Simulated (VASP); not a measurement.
# Si (Imma) in VASP: notebook

The runs below take Si through single point, with LDA.

All numbers are computed with VASP 6.6.1; they aren't measurements. Logs are shortened: lines on timing, memory, paths and dates and some standing lists are left out, and cuts for length are marked.

### 1 The cell of the first run

It takes space group Imma (No. 74, orthorhombic). The conventional cell has a = 4.502 Å, b = 4.737 Å, c = 2.550 Å, α = 90.00°, β = 90.00°, γ = 90.00°. Within 3.2 Å of Si (site symmetry mm2) lie 8 Si at 2.39 to 2.74 Å.

### 2 Single point, LDA

File INCAR:

```
SYSTEM = Si
ALGO = Normal
EDIFF = 1E-6
ENCUT = 520
ISIF = 2
ISMEAR = -1
LASPH = .TRUE.
LCHARG = .FALSE.
LREAL = .FALSE.
LWAVE = .FALSE.
NBANDS = 11
NELM = 100
PREC = Accurate
SIGMA = 0.1
```

File KPOINTS:

```
k-points
0
G
  15 15 15
  0 0 0
```

File POSCAR:

```
Si
1.0
   -2.2510000000      2.3685000000      1.2750000000
    2.2510000000     -2.3685000000      1.2750000000
    2.2510000000      2.3685000000     -1.2750000000
Si
2
Direct
    0.8070000000      0.0570000000      0.7500000000
    0.1930000000      0.9430000000      0.2500000000
```

Potentials or basis: VASP PAW LDA potentials, release 64 (Si).

On the command line:

```sh
cat potpaw_LDA.64/Si/POTCAR > POTCAR
mpirun -np 1 vasp_std > vasp.out
```

OUTCAR:

```text
SYSTEM = Si
   EDIFF = 1E-6
   ENCUT = 520
   ISIF = 2
   ISMEAR = -1
   LASPH = .TRUE.
   LREAL = .FALSE.
   NELM = 100
   PREC = Accurate

 ion  position               nearest neighbor table
   1  0.807  0.057  0.750-   2 2.39   2 2.39   2 2.46   2 2.46   2 2.74   2 2.74
   2  0.193  0.943  0.250-   1 2.39   1 2.39   1 2.46   1 2.46   1 2.74   1 2.74

  LATTYP: Found a body centered orthorhombic cell.
 ALAT       =     2.5500000000
 B/A-ratio  =     1.7654901961
 C/A-ratio  =     1.8576470588

  Lattice vectors:

 A1 = (   2.2510000000,  -2.3685000000,   1.2750000000)
 A2 = (  -2.2510000000,  -2.3685000000,  -1.2750000000)
 A3 = (   2.2510000000,   2.3685000000,  -1.2750000000)

Analysis of symmetry for initial positions (statically):
=====================================================================
 Subroutine PRICEL returns:
 Original cell was already a primitive cell.

 Routine SETGRP: Setting up the symmetry group for a
 body centered orthorhombic supercell.

 Subroutine GETGRP returns: Found  8 space group operations
 (whereof  4 operations were pure point group operations)
 out of a pool of  8 trial point group operations.

The static configuration has the point symmetry C_2h.
 The point group associated with its full space group is D_2h.

Analysis of symmetry for dynamics (positions and initial velocities):
=====================================================================
 Subroutine PRICEL returns:
 Original cell was already a primitive cell.

 Routine SETGRP: Setting up the symmetry group for a
 body centered orthorhombic supercell.

 Subroutine GETGRP returns: Found  8 space group operations
 (whereof  4 operations were pure point group operations)
 out of a pool of  8 trial point group operations.

The dynamic configuration has the point symmetry C_2h.
 The point group associated with its full space group is D_2h.

 Subroutine INISYM returns: Found  8 space group operations
 (whereof  4 operations are pure point group operations),
 and found     1 'primitive' translations

----------------------------------------------------------------------------------------

                                     Primitive cell

  volume of cell :      27.1906

  direct lattice vectors                    reciprocal lattice vectors
    -2.251000000  2.368500000  1.275000000     0.000000000  0.211104074  0.392156863
     2.251000000 -2.368500000  1.275000000     0.222123501  0.000000000  0.392156863
     2.251000000  2.368500000 -1.275000000     0.222123501  0.211104074  0.000000000

  length of vectors
     3.507480328  3.507480328  3.507480328     0.445367191  0.450694857  0.306437236

  position of ions in fractional coordinates (direct lattice)
     0.807000000  0.057000000  0.750000000
     0.193000000  0.943000000  0.250000000

  ion indices of the primitive-cell ions
   primitive index   ion index
                 1           1
                 2           2

----------------------------------------------------------------------------------------

 KPOINTS: k-points

Automatic generation of k-mesh.
 Grid dimensions read from file:
 generate k-points for:   15   15   15

 Generating k-lattice:

  Cartesian coordinates                     Fractional coordinates (reciprocal lattice)
     0.000000000  0.014073605  0.026143791     0.066666667  0.000000000 -0.000000000
     0.014808233  0.000000000  0.026143791     0.000000000  0.066666667  0.000000000
     0.014808233  0.014073605  0.000000000    -0.000000000  0.000000000  0.066666667

  Length of vectors
     0.029691146  0.030046324  0.020429149

  Shift w.r.t. Gamma in fractional coordinates (k-lattice)
     0.000000000  0.000000000  0.000000000

 Subroutine IBZKPT returns following result:
 ===========================================

 Found    512 irreducible k-points:

 Following reciprocal coordinates:
            Coordinates               Weight
  0.000000  0.000000  0.000000      1.000000
  0.066667 -0.000000  0.000000      4.000000
  0.133333  0.000000 -0.000000      4.000000
  0.200000  0.000000  0.000000      4.000000
  0.266667  0.000000 -0.000000      4.000000
  0.333333  0.000000  0.000000      4.000000
[... 16 lines left out ...]
 -0.066667  0.066667 -0.000000      4.000000
  0.000000  0.133333  0.000000      4.000000
 [... further k-points ...]
   k-points           NKPTS =    512   k-points in BZ     NKDIM =    512   number of bands    NBANDS=     11
   number of dos      NEDOS =    301   number of ions     NIONS =      2
   total plane-waves  NPLWV =  21952
   dimension x,y,z NGX =    28 NGY =   28 NGZ =   28
   dimension x,y,z NGXF=    56 NGYF=   56 NGZF=   56
   ions per type =               2
   NGX,Y,Z   is equivalent  to a cutoff of  13.27, 13.27, 13.27 a.u.
   NGXF,Y,Z  is equivalent  to a cutoff of  26.54, 26.54, 26.54 a.u.
 SYSTEM =  Si
   PREC   = accura    normal or accurate (medium, high low for compatibility)
   ISTART =      0    job   : 0-new  1-cont  2-samecut
   ICHARG =      2    charge: 1-file 2-atom 10-const
   ISPIN  =      1    spin polarized calculation?
   LNONCOLLINEAR =      F non collinear calculations
   LSORBIT =      F    spin-orbit coupling
   LASPH  =      T    aspherical Exc in radial PAW
   ENCUT  =  520.0 eV  38.22 Ry    6.18 a.u.   6.52  6.52  6.52*2*pi/ulx,y,z
   NELM   =    100;   NELMIN=  2; NELMDL= -5     # of ELM steps
   EDIFF  = 0.1E-05   stopping-criterion for ELM
   LREAL  =      F    real-space projection
   EDIFFG = 0.1E-04   stopping-criterion for IOM
   NSW    =      0    number of steps for IOM
   IBRION =     -1    ionic relax: 0-MD 1-quasi-New 2-CG
   NFREE  =      0    steps in history (QN), initial steepest desc. (CG)
   ISIF   =      2    stress and relaxation
   ISYM   =      2    0-nonsym 1-usesym 2-fastsym
   POTIM  = 0.5000    time-step for ionic-motion
   TEBEG  =    0.0;   TEEND  =   0.0 temperature during run
   PSTRESS=    0.0 pullay stress
   NELECT =       8.0000    total number of electrons
   NUPDOWN=      -1.0000    fix difference up-down
   EMIN   =  10.00;   EMAX   =-10.00  energy-range for DOS
   EFERMI =   0.00;   METHOD = LEGACY
   ISMEAR =    -1;   SIGMA  =   0.10  broadening in eV -4-tet -1-fermi 0-gaus
   EFERMI_NEDOS =   21; number of points for ismear=-14 and -15
   IALGO  =     38    algorithm
   IMIX   =      4    mixing-type and parameters
     AMIX     =   0.40;   BMIX     =  1.00
     AMIX_MAG =   1.60;   BMIX_MAG =  1.00
  volume/ion in A,a.u.               =      13.60        91.75
  Fermi-wavevector in a.u.,A,eV,Ry     =   1.088843  2.057614 16.130773  1.185578
  Thomas-Fermi vector in A             =   2.225033
   LORBIT       =      0    0 simple, 1 ext, 2 COOP (PROOUT), +10 PAW based schemes
   GGA     = CA    functional components
   LHFCALC =     F    Hartree Fock is set to
   AEXX    =    0.0000 exact exchange contribution
   IVDW    =     0    specifies the selected vdW correction
   LEPSILON=     F    determine dielectric tensor
   LRPA    =     F    only Hartree local field effects (RPA)
 non-spin polarized calculation
  energy-cutoff  :      520.00
  volume of cell :       27.19
 maximum number of plane-waves:       761
 NGX is ok and might be reduce to    28
   NGX = 13   NGY = 13   NGZ = 13

 number of electron       8.0000000 magnetization

 Free energy of the ion-electron system (eV)
  ---------------------------------------------------
  ext. energy  EPLUGINS =         0.00000000
  ---------------------------------------------------
  free energy    TOTEN  =       -11.42929696 eV

  energy without entropy =      -11.40668850  energy(sigma->0) =      -11.41799273

 E-fermi :  10.6607     XC(G=0): -11.4535

 val. band max:       10.6607158048   @ k =   0.4667   0.2667   0.0000
 cond. band min:      10.6636465515   @ k =  -0.2667   0.3333   0.2000
 fundamental gap:      0.0029307468
 Fermi energy:        10.6607364400

 k-point     1 :       0.0000    0.0000    0.0000
  band No.  band energies     occupation
      1      -4.0937      2.00000
      2       7.7073      2.00000
      3       8.1964      2.00000
      4       8.9682      2.00000
      5      11.7909      0.00002
      6      18.4398      0.00000
      7      19.7201      0.00000
      8      20.5831      0.00000
      9      21.1413      0.00000
     10      21.2805      0.00000
     11      22.6532      0.00000

 k-point     2 :       0.0667   -0.0000    0.0000
  band No.  band energies     occupation
      1      -3.9666      2.00000
      2       7.6611      2.00000
      3       7.8207      2.00000
      4       9.5447      1.99997
      5      12.0787      0.00000
      6      17.5429      0.00000
      7      18.9580      0.00000
      8      19.9997      0.00000
      9      20.5256      0.00000
     10      21.1795      0.00000
     11      22.7040      0.00000

 k-point     3 :       0.1333    0.0000   -0.0000
  band No.  band energies     occupation
      1      -3.5860      2.00000
      2       7.4136      2.00000
      3       7.5852      2.00000
      4      10.5085      1.64176
      5      12.8764      0.00000
      6      16.1484      0.00000
      7      16.5747      0.00000
      8      18.8880      0.00000
      9      18.9523      0.00000
     10      20.4149      0.00000
     11      22.6334      0.00000

 k-point     4 :       0.2000    0.0000    0.0000
  band No.  band energies     occupation
      1      -2.9536      2.00000
      2       7.2055      2.00000
      3       7.5871      2.00000
      4      11.2677      0.00461
      5      14.0568      0.00000
      6      14.4327      0.00000
      7      14.7408      0.00000
      8      16.9907      0.00000
      9      17.7554      0.00000
     10      19.1201      0.00000
     11      23.6988      0.00000

 k-point     5 :       0.2667    0.0000   -0.0000
  band No.  band energies     occupation
      1      -2.0722      2.00000
      2       7.2123      2.00000
      3       7.7387      2.00000
      4      10.2646      1.96265
      5      13.2498      0.00000
      6      14.4055      0.00000
      7      14.8577      0.00000
      8      15.8800      0.00000
      9      16.8009      0.00000
     10      18.0692      0.00000
     11      24.3618      0.00000
[... 211 lines left out ...]
 k-point    21 :      -0.2000    0.0667   -0.0000
  band No.  band energies     occupation
      1      -3.4132      2.00000
      2       6.1324      2.00000
      3       7.7768      2.00000
      4      11.1144      0.02118
      5      13.8377      0.00000
      6      15.2224      0.00000
      7      16.2177      0.00000
      8      18.3346      0.00000
      9      19.3795      0.00000
     10      21.0444      0.00000
     11      22.4507      0.00000

 k-point    22 :      -0.1333    0.0667    0.0000
  band No.  band energies     occupation
      1      -3.8500      2.00000
      2       6.4661      2.00000
      3       7.9295      2.00000
      4      10.2228      1.97524
      5      12.8708      0.00000
      6      16.4495      0.00000
      7      18.6271      0.00000
      8      19.9042      0.00000
      9      20.4790      0.00000
     10      21.6883      0.00000
     11      23.0811      0.00000

 k-point    23 :      -0.0667    0.0667   -0.0000
  band No.  band energies     occupation
      1      -4.0337      2.00000
      2       6.9549      2.00000
      3       8.0535      2.00000
      4       9.6173      1.99994
      5      12.2406      0.00000
      6      17.6249      0.00000
      7      19.9666      0.00000
      8      20.6585      0.00000
      9      21.0696      0.00000
     10      21.1172      0.00000
     11      22.7940      0.00000

 k-point    24 :       0.0000    0.1333    0.0000
  band No.  band energies     occupation
      1      -3.5730      2.00000
      2       6.9267      2.00000
      3       7.8832      2.00000
      4      10.6295      1.15486
      5      13.0152      0.00000
      6      16.1915      0.00000
      7      17.0880      0.00000
      8      19.1806      0.00000
      9      19.3853      0.00000
     10      19.6995      0.00000
     11      20.8944      0.00000

 [... further k-points ...]

------------------------ aborting loop because EDIFF is reached ----------------------------------------

  FORCE on cell =-STRESS in cart. coord.  units (eV):
  Direction    XX          YY          ZZ          XY          YZ          ZX
  --------------------------------------------------------------------------------------
  -------------------------------------------------------------------------------------
  Total        1.5869761      2.1796926      1.8143826      0.0000000     -0.0000000      0.0000000
  in kB       93.5108284    128.4359983    106.9105098      0.0000000     -0.0000000      0.0000000
  external PRESSURE =     109.6191122 kB  Pullay stress =       0.0000000 kB

 VOLUME and BASIS-vectors are now :
 -----------------------------------------------------------------------------
  energy-cutoff  :      520.00
  volume of cell :       27.19
      direct lattice vectors                 reciprocal lattice vectors
    -2.251000000  2.368500000  1.275000000     0.000000000  0.211104074  0.392156863
     2.251000000 -2.368500000  1.275000000     0.222123501  0.000000000  0.392156863
     2.251000000  2.368500000 -1.275000000     0.222123501  0.211104074  0.000000000

 POSITION                                       TOTAL-FORCE (eV/Angst)
 -----------------------------------------------------------------------------------
      0.00000      3.55275      0.14535        -0.000000      0.000000      0.016310
      2.25100     -1.18425      1.12965         0.000000     -0.000000     -0.016310
 -----------------------------------------------------------------------------------
    total drift:                               -0.000000     -0.000000      0.000000

  FREE ENERGIE OF THE ION-ELECTRON SYSTEM (eV)
  ---------------------------------------------------
  free  energy   TOTEN  =       -11.4292969584 eV

  energy  without entropy=      -11.4066884963  energy(sigma->0) =      -11.41799273
```

Wall time 77 s (1 thread of Intel Xeon Platinum 8375C at 2.90GHz (Ice Lake), shared host); peak memory 0.23 GiB.

Results:

```yaml
Free_energy: -11.4293 eV
Pressure: 11.0 GPa
Largest_force: 0.016 eV/Å
Band_gap_on_the_k_mesh: zero (band 4 reaches 13.43 eV, above the bottom of band 5 at 5.74 eV)
```

Forces on the atoms (eV/Å):
```
Si   0.000  0.000  0.016
Si   0.000  0.000 -0.016
```

Levels at points of the mesh, in eV from the Fermi level:
| k point | band 1 | band 2 | band 3 | band 4 | band 5 | band 6 | band 7 | band 8 |
| --- | --- | --- | --- | --- | --- | --- | --- | --- |
| (0.00, 0.00, 0.00) | -14.75 | -2.95 | -2.46 | -1.69 | 1.13 | 7.78 | 9.06 | 9.92 |

### 3 Single point, LDA

File INCAR:

```
ALGO = Normal
EDIFF = 1E-7
ENCUT = 520
ISIF = 2
ISMEAR = -1
LASPH = True
LCHARG = False
LREAL = False
LWAVE = False
NBANDS = 11
NELM = 60
PREC = Accurate
SIGMA = 0.1
```

File KPOINTS:

```
k-points
0
Gamma
  15 15 15
```

POSCAR is that of step 2.

Potentials or basis: VASP PAW LDA potentials, release 64 (Si).

On the command line:

```sh
cat potpaw_LDA.64/Si/POTCAR > POTCAR
mpirun -np 1 vasp_std > vasp.out
```

Wall time 85 s (1 thread of Intel Xeon Platinum 8375C at 2.90GHz (Ice Lake), shared host); peak memory 0.23 GiB.

Results (log left out):

```
Free energy            : -11.4293 eV
Pressure               : 11.0 GPa
Largest force          : 0.016 eV/Å
Band gap on the k mesh : zero (band 4 reaches 13.43 eV, above the bottom of band 5 at 5.74 eV)
```

Forces in eV/Å, atoms in the order of the input:
```
Si   0.000  0.000  0.016
Si   0.000  0.000 -0.016
```

Stress tensor (GPa, compression positive):
```
 9.35  0.00  0.00
 0.00 12.84  0.00
 0.00  0.00 10.70
```

Levels at points of the mesh, in eV from the Fermi level:
```csv
k point,band 1,band 2,band 3,band 4,band 5,band 6,band 7,band 8
"(0.00, 0.00, 0.00)",-14.75,-2.95,-2.46,-1.69,1.13,7.78,9.06,9.92
```
